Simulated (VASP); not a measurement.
# AlN (P1) in VASP: notebook, part 3 of 3

VASP 6.6.1. Earlier steps stand in the parts before.

## (5) Single point, PBE (the part above a cut slid along it)

Input file INCAR:

```
SYSTEM = AlN
PREC     = Accurate       ! precision mode
ENCUT    = 520            ! plane-wave cutoff, eV
EDIFF    = 1E-6           ! SCF threshold, eV
ISMEAR   = 0              ! smearing method
SIGMA    = 0.05           ! smearing width, eV
LREAL    = Auto         
LASPH    = .TRUE.         ! aspherical terms in the spheres
NELM     = 60             ! most SCF steps
ALGO     = Normal         ! electronic algorithm
ISIF     = 2              ! what is computed and relaxed
LWAVE    = .FALSE.        ! write WAVECAR
LCHARG   = .FALSE.        ! write CHGCAR
GGA      = PE             ! functional
NBANDS   = 46             ! bands
```

Input file KPOINTS:

```
Automatic mesh
0
G
  4 8 3
  0 0 0
```

Input file POSCAR:

```
AlN
1.0
   -1.5651197814     -2.7108669814      5.0179796556
    1.5651197814     -2.7108669814      0.0000000000
    7.0430390165      1.3554334907      7.5269694834
Al N
8 8
Direct
    0.6189054484      0.9991356412      0.0981155127
    0.4939054484      0.4991356412      0.8481155127
    0.2439054484      0.4991356412      0.3481155127
   -0.1310945515      0.9991356412      0.5981155127
    0.8064054484      0.2491356413      0.3064488460
    0.1814054484      0.7491356413      0.0564488460
    0.4314054484      0.7491356413      0.5564488460
    0.0564054484      0.2491356413      0.8064488460
    0.8573695516      0.8083643587      0.1935011540
   -0.2676304484      0.3083643587      0.9435011540
    0.4823695516      0.3083643587      0.4435011540
    0.1073695516      0.8083643587      0.6935011540
    0.0448695515      0.0583643587      0.4018344873
    0.4198695515      0.5583643588      0.1518344873
    0.6698695515      0.5583643587      0.6518344873
    0.2948695516      0.0583643587      0.9018344873
```

Started as:

```bash
cat potpaw_PBE.64/Al/POTCAR potpaw_PBE.64/N/POTCAR > POTCAR
mpirun -np 1 vasp_std > vasp.out
```

Run time: 4.6 min. Hardware: 1 thread of Intel Xeon 6975P-C (Granite Rapids), shared host; peak memory 0.41 GiB.

It converged, with:

| Property | Result |
| --- | --- |
| Free energy | -114.6422 eV |
| Pressure | 6.5 GPa |
| Largest force | 6.801 eV/Å |
| Band gap on the k mesh | 0.18 eV (least direct gap 0.20 eV) |

Forces in eV/Å, atoms in the order of the input:
```
Al   0.549  2.126  0.870
Al  -3.628 -1.311  2.320
Al   0.032 -0.018 -0.180
Al   0.095  0.043  0.183
Al   0.214  0.085  0.334
Al   5.081  3.618  2.710
Al   0.022  0.016 -0.078
Al   1.403  0.739 -1.848
N   -0.831  0.066  0.214
N   -4.600 -3.619 -1.977
N   -0.233 -0.105  0.000
N   -0.607 -0.245  0.496
N    0.237  0.112 -0.050
N    3.004  1.096 -0.769
N    0.219  0.080 -0.349
N   -0.958 -2.683 -1.877
```

Stress tensor (GPa, compression positive):
```
12.03  6.12  2.16
 6.12  7.65  5.20
 2.16  5.20 -0.19
```

Levels at points of the mesh, in eV from the valence-band top:
| k point | band 29 | band 30 | band 31 | band 32 | band 33 | band 34 | band 35 | band 36 |
| --- | --- | --- | --- | --- | --- | --- | --- | --- |
| (0.00, 0.00, 0.00) | -2.60 | -2.23 | -1.81 | -0.01 | 0.18 | 2.25 | 2.74 | 3.31 |
| (0.50, 0.00, 0.00) | -2.79 | -2.76 | -1.93 | -0.01 | 0.90 | 3.05 | 3.40 | 3.77 |
| (0.00, 0.50, 0.00) | -3.29 | -2.73 | -2.51 | -1.41 | 0.79 | 3.05 | 3.44 | 3.67 |
| (0.50, 0.50, 0.00) | -3.15 | -3.01 | -2.47 | -1.40 | 0.77 | 2.77 | 3.29 | 3.58 |

Caveat: the cell differs from its parent crystal (the part above a cut slid along it); the stress differs along the axes, from -0 to 12 GPa; semilocal functionals underestimate gaps, and a narrow one can read as zero; forces of over 1 eV/Å act on the atoms, so gaps and moduli don't describe the material at rest. A k mesh can miss the band edges.

## (6) Single point, PBE (the part above a cut slid along it)

Input file INCAR:

```
SYSTEM = AlN
PREC = Accurate ; ENCUT = 520
EDIFF = 1E-6 ; ISMEAR = 0
SIGMA = 0.05 ; LREAL = Auto
LASPH = .True. ; NELM = 100
ALGO = Normal ; ISIF = 2
LWAVE = .False. ; LCHARG = .False.
GGA = PE ; NBANDS = 46
```

Input file KPOINTS:

```
regular mesh
0
Gamma
  4 8 3
  0 0 0
```

Input file POSCAR:

```
AlN
1.0
   -1.5651197814     -2.7108669814      5.0179796556
    1.5651197814     -2.7108669814      0.0000000000
    6.7300150603      0.8132600944      8.5305654145
Al N
8 8
Direct
    0.5992823459      0.9991356412      0.0981155127
    0.3242823459      0.4991356412      0.8481155127
    0.1742823459      0.4991356412      0.3481155127
   -0.2507176541      0.9991356413      0.5981155127
    0.7451156792      0.2491356413      0.3064488460
    0.1701156792      0.7491356413      0.0564488460
    0.3201156792      0.7491356413      0.5564488460
   -0.1048843208      0.2491356413      0.8064488460
    0.8186693208      0.8083643587      0.1935011540
   -0.4563306792      0.3083643587      0.9435011540
    0.3936693208      0.3083643587      0.4435011540
   -0.0313306792      0.8083643587      0.6935011540
   -0.0354973459      0.0583643587      0.4018344873
    0.3895026541      0.5583643588      0.1518344873
    0.5395026541      0.5583643587      0.6518344873
    0.1145026541      0.0583643587      0.9018344873
```

Potentials or basis: VASP PAW PBE potentials, release 64 (Al, N).

Started as:

```bash
cat potpaw_PBE.64/Al/POTCAR potpaw_PBE.64/N/POTCAR > POTCAR
mpirun -np 1 vasp_std > vasp.out
```

OUTCAR:

```text
SYSTEM = AlN
   PREC = Accurate
   ENCUT = 520
   EDIFF = 1E-6
   ISMEAR = 0
   LREAL = Auto
   LASPH = .True.
   NELM = 100
   ISIF = 2
   GGA = PE

 ion  position               nearest neighbor table
   1  0.599  0.999  0.098-  10 1.85  14 1.90  14 1.90   9 1.91   8 2.85   5 3.09   6 3.09   5 3.09
                             6 3.09   6 3.09   3 3.13   3 3.13
   2  0.324  0.499  0.848-  15 1.90  16 1.90  16 1.90  10 1.91   6 2.27   6 2.85   8 3.09   8 3.09
                             8 3.09   7 3.09   4 3.13   4 3.13
   3  0.174  0.499  0.348-  14 1.90  13 1.90  13 1.90  11 1.91   7 3.09   5 3.09   7 3.09   5 3.09
                             5 3.09   6 3.09   4 3.13   1 3.13   1 3.13   4 3.13
   4  0.749  0.999  0.598-  15 1.90  13 1.90  15 1.90  12 1.91   8 3.09   8 3.09   7 3.09   7 3.09
                             7 3.09   5 3.09   2 3.13   3 3.13   3 3.13   2 3.13
   5  0.745  0.249  0.306-   9 1.90   9 1.90  11 1.90  13 1.91   1 3.09   3 3.09   1 3.09   3 3.09
                             3 3.09   4 3.09   7 3.13   6 3.13   7 3.13   6 3.13
   6  0.170  0.749  0.056-  16 1.85   9 1.90  14 1.91  10 2.23   2 2.27   2 2.85   1 3.09   1 3.09
                             1 3.09   3 3.09   5 3.13   5 3.13
   7  0.320  0.749  0.556-  11 1.90  11 1.90  12 1.90  15 1.91   3 3.09   4 3.09   3 3.09   4 3.09
                             4 3.09   2 3.09   5 3.13   8 3.13   8 3.13   5 3.13
   8  0.895  0.249  0.806-  12 1.90  12 1.90  10 1.90  16 1.91   1 2.85   4 3.09   4 3.09   2 3.09
[... 1364 lines left out ...]
 [bands above 44 left out]

------------------------ aborting loop because EDIFF is reached ----------------------------------------

  FORCE on cell =-STRESS in cart. coord.  units (eV):
  Direction    XX          YY          ZZ          XY          YZ          ZX
  --------------------------------------------------------------------------------------
  -------------------------------------------------------------------------------------
  Total       12.0168717      3.4731852     -5.4909483     -1.0476618      2.5077839     12.9708043
  in kB      113.0387468     32.6711075    -51.6515386     -9.8550085     23.5898953    122.0120764
  external PRESSURE =      31.3527719 kB  Pullay stress =       0.0000000 kB

 VOLUME and BASIS-vectors are now :
 -----------------------------------------------------------------------------
  energy-cutoff  :      520.00
  volume of cell :      170.32
      direct lattice vectors                 reciprocal lattice vectors
    -1.565119781 -2.710866981  5.017979656    -0.135772356 -0.078388206  0.114587950
     1.565119781 -2.710866981  0.000000000     0.159732183 -0.276664257 -0.099641695
     6.730015060  0.813260094  8.530565414     0.079866092  0.046110710  0.049820848

 POSITION                                       TOTAL-FORCE (eV/Angst)
 -----------------------------------------------------------------------------------
      1.28614     -4.25331      3.84417         1.467338      0.686108     -1.300225
      5.98150     -1.54244      8.86215        -4.439776     -0.726093     -0.432306
      2.85126     -1.54244      3.84417        -0.263661     -0.282544      0.098437
      4.41638     -4.25331      8.86215         0.119686      0.053918     -0.026588
      1.28614     -2.44606      6.35316         0.481943      0.233932      0.285020
      1.28614     -2.44606      1.33518         1.840588     -0.538646      3.711582
[... 8 lines left out ...]
      4.41638     -2.44606      8.26773         0.108969      0.002143     -0.168306
      5.98150      0.26481      8.26773        -0.192440      0.170128      0.125332
 -----------------------------------------------------------------------------------
    total drift:                                0.006949      0.007886     -0.003943

  FREE ENERGIE OF THE ION-ELECTRON SYSTEM (eV)
  ---------------------------------------------------
  free  energy   TOTEN  =      -114.2521336564 eV

  energy  without entropy=     -114.2521336564  energy(sigma->0) =     -114.25213366
```

Run time: 6.4 min. Hardware: 1 thread of Intel Xeon 6975P-C (Granite Rapids), shared host; peak memory 0.43 GiB.

Results:

| Property | Result |
| --- | --- |
| Free energy | -114.2521 eV |
| Pressure | 3.1 GPa |
| Largest force | 4.519 eV/Å |
| Band gap on the k mesh | 0.72 eV |

Forces on the atoms (eV/Å):
```
Al   1.467  0.686 -1.300
Al  -4.440 -0.726 -0.432
Al  -0.264 -0.283  0.098
Al   0.120  0.054 -0.027
Al   0.482  0.234  0.285
Al   1.841 -0.539  3.712
Al  -0.095 -0.060  0.009
Al   0.468  0.176 -1.346
N   -0.713  0.048 -0.022
N   -2.368 -0.080 -3.340
N   -0.060  0.033  0.153
N   -0.282 -0.093  0.506
N    0.275  0.120 -0.189
N    3.653  0.256  1.936
N    0.109  0.002 -0.168
N   -0.192  0.170  0.125
```

Stress tensor (GPa, compression positive):
```
11.30 -0.99 12.20
-0.99  3.27  2.36
12.20  2.36 -5.17
```

Caveat: the cell differs from its parent crystal (the part above a cut slid along it); the stress differs along the axes, from -5 to 11 GPa; semilocal functionals underestimate gaps, and a narrow one can read as zero; forces of over 1 eV/Å act on the atoms, so gaps and moduli don't describe the material at rest.

## (7) Single point, PBE (the part above a cut slid along it)

Input file INCAR:

```
PREC = Accurate
ENCUT = 520
EDIFF = 1E-6
ISMEAR = 0
SIGMA = 0.05
LREAL = Auto
LASPH = T
NELM = 80
ALGO = Normal
ISIF = 2
LWAVE = F
LCHARG = F
GGA = PE
NBANDS = 46
```

Input file KPOINTS:

```
regular mesh
0
Gamma
  4 8 3
```

Input file POSCAR:

```
AlN
1.0
   -1.5651197814     -2.7108669814      5.0179796556
    1.5651197814     -2.7108669814      0.0000000000
    6.4169911040      0.2710866981      9.5341613456
Al N
8 8
Direct
    0.5796592434      0.9991356412      0.0981155127
    0.1546592434      0.4991356412      0.8481155127
    0.1046592434      0.4991356412      0.3481155127
   -0.3703407566      0.9991356412      0.5981155127
    0.6838259100      0.2491356413      0.3064488460
    0.1588259100      0.7491356413      0.0564488460
    0.2088259100      0.7491356413      0.5564488460
   -0.2661740900      0.2491356413      0.8064488460
    0.7799690900      0.8083643587      0.1935011540
   -0.6450309100      0.3083643587      0.9435011540
    0.3049690900      0.3083643587      0.4435011540
   -0.1700309100      0.8083643587      0.6935011540
   -0.1158642434      0.0583643587      0.4018344873
    0.3591357566      0.5583643587      0.1518344873
    0.4091357566      0.5583643587      0.6518344873
   -0.0658642434      0.0583643587      0.9018344873
```

Started as:

```bash
cat potpaw_PBE.64/Al/POTCAR potpaw_PBE.64/N/POTCAR > POTCAR
mpirun -np 1 vasp_std > vasp.out
```

Wall time 6.3 min (1 thread of Intel Xeon 6975P-C (Granite Rapids), shared host); peak memory 0.43 GiB.

It converged, with:

- Free energy: -117.9894 eV
- Pressure: -0.9 GPa
- Largest force: 2.291 eV/Å
- Band gap on the k mesh: 3.54 eV

Forces in eV/Å, atoms in the order of the input:
```
Al  -0.289 -0.492 -0.169
Al  -0.531 -0.037 -0.634
Al  -0.152 -0.119  0.060
Al   0.006  0.003 -0.016
Al   0.133  0.076  0.102
Al   0.117 -1.612  1.365
Al  -0.020 -0.012  0.016
Al  -0.050 -0.031 -0.307
N   -0.212 -0.062  0.315
N   -0.233  1.576 -1.646
N    0.010  0.015  0.059
N    0.067  0.047  0.014
N    0.031  0.018 -0.031
N    0.341 -0.152  1.039
N    0.007  0.016 -0.039
N    0.776  0.767 -0.129
```

Stress tensor (GPa, compression positive):
```
-1.46 -3.84  5.17
-3.84 -2.90  1.75
 5.17  1.75  1.53
```

Levels at points of the mesh, in eV from the valence-band top:
```csv
k point,band 28,band 29,band 30,band 31,band 32,band 33,band 34,band 35,band 36,band 37
"(0.00, 0.00, 0.00)",-0.83,-0.73,-0.58,-0.39,0.00,3.54,4.99,5.12,5.44,5.57
"(0.50, 0.00, 0.00)",-0.88,-0.86,-0.66,-0.51,-0.43,5.22,5.50,5.55,5.73,5.84
"(0.00, 0.50, 0.00)",-1.57,-1.46,-1.13,-0.93,-0.77,4.68,5.00,5.06,5.57,5.85
"(0.50, 0.50, 0.00)",-1.59,-1.36,-1.10,-0.97,-0.85,4.72,4.79,5.29,5.59,5.88
```

Caveat: the cell differs from its parent crystal (the part above a cut slid along it); forces of over 1 eV/Å act on the atoms, so gaps and moduli don't describe the material at rest.

## (8) The runs side by side

| cell | gap on the mesh (eV) | pressure (GPa) | largest force (eV/Å) |
| --- | --- | --- | --- |
| a = 5.914, b = 3.130, c = 11.184 Å, angles 75.4, 59.5, 74.7°, 16 atoms | 2.27 | -0.7 | 2.85 |
| a = 5.914, b = 3.130, c = 9.759 Å, angles 79.8, 80.9, 74.7°, 16 atoms | 3.60 | -0.5 | 2.20 |
| a = 5.914, b = 3.130, c = 10.013 Å, angles 78.3, 74.2, 74.7°, 16 atoms | 1.00 | -2.2 | 1.99 |
| a = 5.914, b = 3.130, c = 10.397 Å, angles 76.9, 68.0, 74.7°, 16 atoms | 0.18 | 6.5 | 6.80 |
| a = 5.914, b = 3.130, c = 10.896 Å, angles 75.9, 62.2, 74.7°, 16 atoms | 0.72 | 3.1 | 4.52 |
| a = 5.914, b = 3.130, c = 11.496 Å, angles 75.0, 57.0, 74.7°, 16 atoms | 3.54 | -0.9 | 2.29 |

Alike in all rows: task single point; level PBE; potentials or basis VASP PAW PBE potentials, release 64 (Al, N); no spin polarisation; k mesh 4 × 8 × 3; cutoff (eV) 520; smearing gaussian 0.05 eV.

Caveats: forces of over 1 eV/Å act on the atoms, so gaps and moduli don't describe the material at rest; semilocal functionals underestimate gaps, and a narrow one can read as zero (at least some runs); the stress differs along the axes, from -4 to 2 GPa (at least some runs); the stress differs along the axes, from -7 to 3 GPa (at least some runs); the stress differs along the axes, from -6 to 1 GPa (at least some runs); the stress differs along the axes, from -0 to 12 GPa (at least some runs); the stress differs along the axes, from -5 to 11 GPa (at least some runs).

Absolute energies hang on the potentials; compare differences alone.
